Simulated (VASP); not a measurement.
The system is Ga2O3.

```
Ga O
1.0
     2.91257    0.00000    0.00000
    -1.45628    2.52236    0.00000
     0.00000    0.00000    7.16740
Ga O
2 3
Cartesian
  0.0000 1.6816 5.9677
  1.4563 0.8408 1.1997
  1.4563 0.8408 4.7680
  0.0000 0.0000 0.0000
  0.0000 1.6816 2.3994
```

- Program: VASP 6.6.1
- Task: relaxation of cell and atoms
- Functional: PBE
- Dispersion: D3(BJ)
- Potentials or basis: VASP PAW PBE potentials, release 64 (Ga_d, O)
- Cutoff: 600 eV
- k mesh: 6 × 6 × 4
- Occupations: gaussian, width 0.1 eV
- Spin: no spin polarisation

At the start: pressure 4.7 GPa; volume 10.53 Å³/atom.

Question: How do energy, volume and symmetry change on relaxing?

Answer: Over 18 steps the energy falls by 617.6 meV/atom and the volume is 10.68 Å³/atom (+1.4 %); space group P-3m1 (No. 164, to 0.05 Å).

The path:
| step | energy change (eV) | largest force (eV/Å) | pressure (GPa) | volume (Å³) |
| --- | --- | --- | --- | --- |
| 1 | 0.0000 | 8.3275 | 4.71 | 52.66 |
| 2 | -2.4615 | 3.4814 | 5.10 | 54.97 |
| 3 | -3.0549 | 0.2104 | 1.33 | 54.24 |
| 4 | -3.0776 | 0.2181 | -1.97 | 54.91 |
| 5 | -3.0778 | 0.2069 | -1.69 | 54.85 |
| 6 | -3.0842 | 0.0886 | 0.28 | 54.23 |
| 7 | -3.0844 | 0.0454 | -0.03 | 54.32 |
| 8 | -3.0844 | 0.0504 | 0.04 | 54.31 |
| 9 | -3.0847 | 0.0523 | -0.08 | 54.29 |
| 10 | -3.0854 | 0.0589 | -0.36 | 54.24 |
| 11 | -3.0854 | 0.0747 | -0.90 | 54.14 |
| 12 | -3.0857 | 0.0641 | -0.64 | 54.19 |
| 13 | -3.0858 | 0.0648 | -0.60 | 54.16 |
| 14 | -3.0862 | 0.0656 | -0.49 | 54.07 |
| 15 | -3.0869 | 0.0674 | -0.27 | 53.88 |
| 16 | -3.0875 | 0.0692 | 0.19 | 53.51 |
| 17 | -3.0875 | 0.0689 | 0.30 | 53.42 |
| 18 | -3.0878 | 0.0267 | 0.12 | 53.41 |

Final structure:
```yaml
crystal:
  lattice:
    - [3.02257, 0.00000, 0.00000]
    - [-1.51129, 2.61762, 0.00000]
    - [0.00000, 0.00000, 6.75019]
  atoms:
    - { symbol: Ga, position: [0.33333, 0.66667, 0.79159] }
    - { symbol: Ga, position: [0.66667, 0.33333, 0.20841] }
    - { symbol: O, position: [0.66667, 0.33333, 0.68400] }
    - { symbol: O, position: [0.00000, 0.00000, 0.00000] }
    - { symbol: O, position: [0.33333, 0.66667, 0.31600] }
```
